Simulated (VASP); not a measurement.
# As (Fm-3m) in VASP: a series of runs

The runs below take As through single point, with PBE.

Program: VASP 6.6.1. These are calculated values, not measurements. Logs are shortened: lines on timing, memory, paths and dates and some standing lists are left out, and cuts for length are marked.

## (1) The cell of the first run

It takes space group Fm-3m (No. 225, cubic). Conventional cell: a = 3.216 Å, b = 3.216 Å, c = 3.216 Å, α = 90.00°, β = 90.00°, γ = 90.00°. As (site symmetry m-3m) has 12 As at 2.27 Å within 3.0 Å.

## (2) Single point, PBE (volume scaled by 0.43)

Contents of INCAR:

```
SYSTEM = As
PREC = Accurate
ENCUT = 520
EDIFF = 1E-7
ISMEAR = -1
SIGMA = 0.05
LREAL = .False.
LASPH = .True.
NELM = 100
ALGO = Normal
ISIF = 2
LWAVE = .False.
LCHARG = .False.
GGA = PE
NBANDS = 8
```

Contents of KPOINTS:

```
Automatic mesh
0
Gamma
  15 15 15
  0 0 0
```

Contents of POSCAR:

```
As
1.0
    0.0000000000      1.6077995199      1.6077995199
    1.6077995199      0.0000000000      1.6077995199
    1.6077995199      1.6077995199      0.0000000000
As
1
Direct
    0.0000000000      0.0000000000      0.0000000000
```

Potentials or basis: VASP PAW PBE potentials, release 64 (As).

Command:

```
$ cat potpaw_PBE.64/As/POTCAR > POTCAR
$ mpirun -np 1 vasp_std > vasp.out
```

OUTCAR:

```text
SYSTEM = As
   PREC = Accurate
   ENCUT = 520
   EDIFF = 1E-7
   ISMEAR = -1
   LREAL = .False.
   LASPH = .True.
   NELM = 100
   ISIF = 2
   GGA = PE

 ion  position               nearest neighbor table
   1  0.000  0.000  0.000-

  LATTYP: Found a face centered cubic cell.
 ALAT       =     3.2155990398

  Lattice vectors:

 A1 = (   0.0000000000,   1.6077995199,   1.6077995199)
 A2 = (   1.6077995199,   0.0000000000,   1.6077995199)
 A3 = (   1.6077995199,   1.6077995199,   0.0000000000)

Analysis of symmetry for initial positions (statically):
=====================================================================
 Subroutine PRICEL returns:
 Original cell was already a primitive cell.

 Routine SETGRP: Setting up the symmetry group for a
 face centered cubic supercell.

 Subroutine GETGRP returns: Found 48 space group operations
 (whereof 48 operations were pure point group operations)
 out of a pool of 48 trial point group operations.

The static configuration has the point symmetry O_h .

Analysis of symmetry for dynamics (positions and initial velocities):
=====================================================================
 Subroutine PRICEL returns:
 Original cell was already a primitive cell.

 Routine SETGRP: Setting up the symmetry group for a
 face centered cubic supercell.

 Subroutine GETGRP returns: Found 48 space group operations
 (whereof 48 operations were pure point group operations)
 out of a pool of 48 trial point group operations.

The dynamic configuration has the point symmetry O_h .

 Subroutine INISYM returns: Found 48 space group operations
 (whereof 48 operations are pure point group operations),
 and found     1 'primitive' translations

----------------------------------------------------------------------------------------

                                     Primitive cell

  volume of cell :       8.3124

  direct lattice vectors                    reciprocal lattice vectors
     0.000000000  1.607799520  1.607799520    -0.310984046  0.310984046  0.310984046
     1.607799520  0.000000000  1.607799520     0.310984046 -0.310984046  0.310984046
     1.607799520  1.607799520  0.000000000     0.310984046  0.310984046 -0.310984046

  length of vectors
     2.273771887  2.273771887  2.273771887     0.538640168  0.538640168  0.538640168

  position of ions in fractional coordinates (direct lattice)
     0.000000000  0.000000000  0.000000000

  ion indices of the primitive-cell ions
   primitive index   ion index
                 1           1

----------------------------------------------------------------------------------------

 KPOINTS: Automatic mesh

Automatic generation of k-mesh.
 Grid dimensions read from file:
 generate k-points for:   15   15   15

 Generating k-lattice:

  Cartesian coordinates                     Fractional coordinates (reciprocal lattice)
    -0.020732270  0.020732270  0.020732270     0.066666667  0.000000000  0.000000000
     0.020732270 -0.020732270  0.020732270     0.000000000  0.066666667  0.000000000
     0.020732270  0.020732270 -0.020732270     0.000000000  0.000000000  0.066666667

  Length of vectors
     0.035909345  0.035909345  0.035909345

  Shift w.r.t. Gamma in fractional coordinates (k-lattice)
     0.000000000  0.000000000  0.000000000

 Subroutine IBZKPT returns following result:
 ===========================================

 Found    120 irreducible k-points:

 Following reciprocal coordinates:
            Coordinates               Weight
  0.000000  0.000000  0.000000      1.000000
  0.066667  0.000000  0.000000      8.000000
  0.133333  0.000000  0.000000      8.000000
  0.200000  0.000000  0.000000      8.000000
  0.266667  0.000000  0.000000      8.000000
  0.333333  0.000000  0.000000      8.000000
[... 16 lines left out ...]
  0.133333  0.133333  0.000000      6.000000
  0.200000  0.133333  0.000000     24.000000
 [... further k-points ...]
   k-points           NKPTS =    120   k-points in BZ     NKDIM =    120   number of bands    NBANDS=      8
   number of dos      NEDOS =    301   number of ions     NIONS =      1
   total plane-waves  NPLWV =   5832
   dimension x,y,z NGX =    18 NGY =   18 NGZ =   18
   dimension x,y,z NGXF=    36 NGYF=   36 NGZF=   36
   ions per type =               1
   NGX,Y,Z   is equivalent  to a cutoff of  13.16, 13.16, 13.16 a.u.
   NGXF,Y,Z  is equivalent  to a cutoff of  26.32, 26.32, 26.32 a.u.
 SYSTEM =  As
   PREC   = accura    normal or accurate (medium, high low for compatibility)
   ISTART =      0    job   : 0-new  1-cont  2-samecut
   ICHARG =      2    charge: 1-file 2-atom 10-const
   ISPIN  =      1    spin polarized calculation?
   LNONCOLLINEAR =      F non collinear calculations
   LSORBIT =      F    spin-orbit coupling
   LASPH  =      T    aspherical Exc in radial PAW
   ENCUT  =  520.0 eV  38.22 Ry    6.18 a.u.   4.23  4.23  4.23*2*pi/ulx,y,z
   NELM   =    100;   NELMIN=  2; NELMDL= -5     # of ELM steps
   EDIFF  = 0.1E-06   stopping-criterion for ELM
   LREAL  =      F    real-space projection
   EDIFFG = 0.1E-05   stopping-criterion for IOM
   NSW    =      0    number of steps for IOM
   IBRION =     -1    ionic relax: 0-MD 1-quasi-New 2-CG
   NFREE  =      0    steps in history (QN), initial steepest desc. (CG)
   ISIF   =      2    stress and relaxation
   ISYM   =      2    0-nonsym 1-usesym 2-fastsym
   POTIM  = 0.5000    time-step for ionic-motion
   TEBEG  =    0.0;   TEEND  =   0.0 temperature during run
   PSTRESS=    0.0 pullay stress
   NELECT =       5.0000    total number of electrons
   NUPDOWN=      -1.0000    fix difference up-down
   EMIN   =  10.00;   EMAX   =-10.00  energy-range for DOS
   EFERMI =   0.00;   METHOD = LEGACY
   ISMEAR =    -1;   SIGMA  =   0.05  broadening in eV -4-tet -1-fermi 0-gaus
   EFERMI_NEDOS =   21; number of points for ismear=-14 and -15
   IALGO  =     38    algorithm
   IMIX   =      4    mixing-type and parameters
     AMIX     =   0.40;   BMIX     =  1.00
     AMIX_MAG =   1.60;   BMIX_MAG =  1.00
  volume/ion in A,a.u.               =       8.31        56.09
  Fermi-wavevector in a.u.,A,eV,Ry     =   1.381941  2.611490 25.983887  1.909762
  Thomas-Fermi vector in A             =   2.506679
   LORBIT       =      0    0 simple, 1 ext, 2 COOP (PROOUT), +10 PAW based schemes
   GGA     = PE    functional components
   LHFCALC =     F    Hartree Fock is set to
   AEXX    =    0.0000 exact exchange contribution
   IVDW    =     0    specifies the selected vdW correction
   LEPSILON=     F    determine dielectric tensor
   LRPA    =     F    only Hartree local field effects (RPA)
 non-spin polarized calculation
  energy-cutoff  :      520.00
  volume of cell :        8.31
 maximum number of plane-waves:       232
 NGX is ok and might be reduce to    18
   NGX =  9   NGY =  9   NGZ =  9

 number of electron       5.0000001 magnetization

 Free energy of the ion-electron system (eV)
  ---------------------------------------------------
  ext. energy  EPLUGINS =         0.00000000
  ---------------------------------------------------
  free energy    TOTEN  =         2.73642240 eV

  energy without entropy =        2.73862583  energy(sigma->0) =        2.73752411

 E-fermi :  20.2931     XC(G=0): -14.7768

 val. band max:       20.2467047482   @ k =  -0.2000   0.2000   0.0000
 cond. band min:      20.3014228755   @ k =   0.4000   0.3333   0.0000
 fundamental gap:      0.0547181272
 Fermi energy:        20.2931227330

 k-point     1 :       0.0000    0.0000    0.0000
  band No.  band energies     occupation
      1      -6.3153      2.00000
      2      35.6875      0.00000
      3      35.6875      0.00000
      4      35.6875      0.00000
      5      36.5700      0.00000
      6      36.9070      0.00000
      7      36.9070      0.00000
      8      36.9070      0.00000

 k-point     2 :       0.0667    0.0000    0.0000
  band No.  band energies     occupation
      1      -6.1156      2.00000
      2      31.6642      0.00000
      3      34.5420      0.00000
      4      34.5420      0.00000
      5      36.1755      0.00000
      6      38.3532      0.00000
      7      38.3532      0.00000
      8      41.0203      0.00000

 k-point     3 :       0.1333    0.0000    0.0000
  band No.  band energies     occupation
      1      -5.5150      2.00000
      2      26.9476      0.00000
      3      33.2499      0.00000
      4      33.2499      0.00000
      5      35.9898      0.00000
      6      40.5007      0.00000
      7      40.5007      0.00000
      8      43.3219      0.00000

 k-point     4 :       0.2000    0.0000    0.0000
  band No.  band energies     occupation
      1      -4.5103      2.00000
      2      22.3576      0.00000
      3      32.2434      0.00000
      4      32.2434      0.00000
      5      35.7527      0.00000
      6      40.5974      0.00000
      7      40.5974      0.00000
      8      43.2935      0.00000

 k-point     5 :       0.2667    0.0000    0.0000
  band No.  band energies     occupation
      1      -3.0976      2.00000
      2      17.9838      2.00000
      3      31.5424      0.00000
      4      31.5424      0.00000
      5      35.5126      0.00000
      6      38.5319      0.00000
      7      38.5319      0.00000
      8      42.2288      0.00000
[... 177 lines left out ...]
 k-point    22 :      -0.0667    0.0667    0.0000
  band No.  band energies     occupation
      1      -5.7822      2.00000
      2      29.8507      0.00000
      3      30.6438      0.00000
      4      36.1706      0.00000
      5      36.7291      0.00000
      6      37.2873      0.00000
      7      40.6305      0.00000
      8      43.0699      0.00000

 k-point    23 :       0.1333    0.1333    0.0000
  band No.  band energies     occupation
      1      -5.2485      2.00000
      2      29.6956      0.00000
      3      29.6956      0.00000
      4      31.0722      0.00000
      5      33.5652      0.00000
      6      37.3328      0.00000
      7      44.1844      0.00000
      8      44.1844      0.00000

 k-point    24 :       0.2000    0.1333    0.0000
  band No.  band energies     occupation
      1      -4.5127      2.00000
      2      25.8708      0.00000
      3      28.4179      0.00000
      4      31.0919      0.00000
      5      33.9634      0.00000
      6      34.7679      0.00000
      7      44.0261      0.00000
      8      46.2998      0.00000

 [... further k-points ...]
[... 5 lines left out ...]
  --------------------------------------------------------------------------------------
  -------------------------------------------------------------------------------------
  Total       22.3783891     22.3783891     22.3783891      0.0000000     -0.0000000      0.0000000
  in kB     4313.3402992   4313.3402992   4313.3402992      0.0000000     -0.0000000      0.0000000
  external PRESSURE =    4313.3402992 kB  Pullay stress =       0.0000000 kB

 VOLUME and BASIS-vectors are now :
 -----------------------------------------------------------------------------
  energy-cutoff  :      520.00
  volume of cell :        8.31
      direct lattice vectors                 reciprocal lattice vectors
     0.000000000  1.607799520  1.607799520    -0.310984046  0.310984046  0.310984046
     1.607799520  0.000000000  1.607799520     0.310984046 -0.310984046  0.310984046
     1.607799520  1.607799520  0.000000000     0.310984046  0.310984046 -0.310984046

 POSITION                                       TOTAL-FORCE (eV/Angst)
 -----------------------------------------------------------------------------------
      0.00000      0.00000      0.00000         0.000000      0.000000      0.000000
 -----------------------------------------------------------------------------------
    total drift:                                0.000000      0.000000      0.000000

  FREE ENERGIE OF THE ION-ELECTRON SYSTEM (eV)
  ---------------------------------------------------
  free  energy   TOTEN  =         2.7364223974 eV

  energy  without entropy=        2.7386258314  energy(sigma->0) =        2.73752411
```

It took 7.3 s on 1 thread of Intel Xeon Platinum 8259CL at 2.50GHz (Skylake/Cascade Lake), shared host; peak memory 0.12 GiB.

Results:

- Free energy: 2.7364 eV
- Pressure: 431.3 GPa

## (3) Single point, PBE (volume scaled by 0.43)

Contents of INCAR:

```
PREC     = Accurate       # precision mode
ENCUT    = 520            # plane-wave cutoff, eV
EDIFF    = 1E-7           # SCF threshold, eV
ISMEAR   = -1             # smearing method
SIGMA    = 0.05           # smearing width, eV
LREAL    = F              # projectors in reciprocal space
LASPH    = T              # aspherical terms in the spheres
NELM     = 100            # most SCF steps
ALGO     = Normal         # electronic algorithm
ISIF     = 2              # what is computed and relaxed
LWAVE    = F              # write WAVECAR
LCHARG   = T              # write CHGCAR
GGA      = PE             # functional
LELF     = T              # ELF
LVHAR    = T            
NBANDS   = 8              # bands
```

Contents of KPOINTS:

```
regular mesh
0
Gamma
  15 15 15
```

POSCAR is that of step 2.

Potentials or basis: VASP PAW PBE potentials, release 64 (As).

Command:

```
$ cat potpaw_PBE.64/As/POTCAR > POTCAR
$ mpirun -np 1 vasp_std > vasp.out
```

Wall time 7.6 s (1 thread of Intel Xeon Platinum 8259CL at 2.50GHz (Skylake/Cascade Lake), shared host); peak memory 0.12 GiB.

Results (log left out):

```
Free energy : 2.7364 eV
Pressure    : 431.3 GPa
```

Levels at points of the mesh, in eV from the Fermi level:
```csv
k point,band 1,band 2,band 3,band 4,band 5,band 6
"(0.00, 0.00, 0.00)",-26.61,15.39,15.39,15.39,16.28,16.61
```
